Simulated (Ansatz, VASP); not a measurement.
**KF in VASP and in Ansatz**

```
CELL_PARAMETERS angstrom
0.00000 3.03873 2.93540
3.03873 0.00000 2.93540
3.03873 3.03873 0.00000
ATOMIC_POSITIONS crystal
K 0.00000 0.00000 0.00000
F 0.25000 0.25000 0.25000
```

Change from the starting cell: biaxial_xy strain +3.5%.

Alike in both runs: task single point; functional PBE; k mesh 8 × 8 × 8; occupations fermi-dirac, width 0.02 eV; no spin polarisation.

|  | VASP | Ansatz |
| --- | --- | --- |
| version | VASP 6.6.1 | Ansatz 0.2.0 |
| potentials or method | VASP PAW PBE potentials, release 64 (K_sv, F) | plane waves, PAW |
| plane-wave cutoff (eV) | 520 | 420 |
| valence electrons in the cell | 16 | 16 |

```csv
,VASP,Ansatz,Ansatz less VASP
gap on the k mesh at the Fermi level (eV),4.97,4.98,+0.010
pressure (GPa),-0.6,-0.6,0.00
"traceless stress, the component that is largest in VASP (GPa)",0.07,0.07,+0.005
```
